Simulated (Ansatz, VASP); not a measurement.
# Two plane-wave programs on Mg

```xyz
1
Lattice="-1.7784 1.7784 1.7784 1.7784 -1.7784 1.7784 1.7784 1.7784 -1.7784" Properties=species:S:1:pos:R:3 pbc="T T T"
Mg    0.0000    0.0000    0.0000
```

Alike in both runs: task single point; functional PBEsol; k mesh 24 × 24 × 24; occupations gaussian, width 0.15 eV; no spin polarisation.

```csv
,VASP,Ansatz
version,VASP 6.6.1,Ansatz 0.2.0
potentials or method,"VASP PAW PBE potentials, release 64 (Mg), cutoff 520 eV","scalar-relativistic, plane waves, PAW"
valence electrons in the cell,2,10
```

|  | VASP | Ansatz | Ansatz less VASP |
| --- | --- | --- | --- |
| gap on the k mesh at the Fermi level (eV) | none | none | - |
| pressure (GPa) | -0.1 | 0.0 | +0.05 |

VASP's potentials were made for PBE, not for PBEsol. A gap of «none» marks a metal or a gap that the smearing closes. VASP's potentials hold 2 valence electrons a cell and Ansatz's 10, so a difference there can come from the potentials and not from the codes.
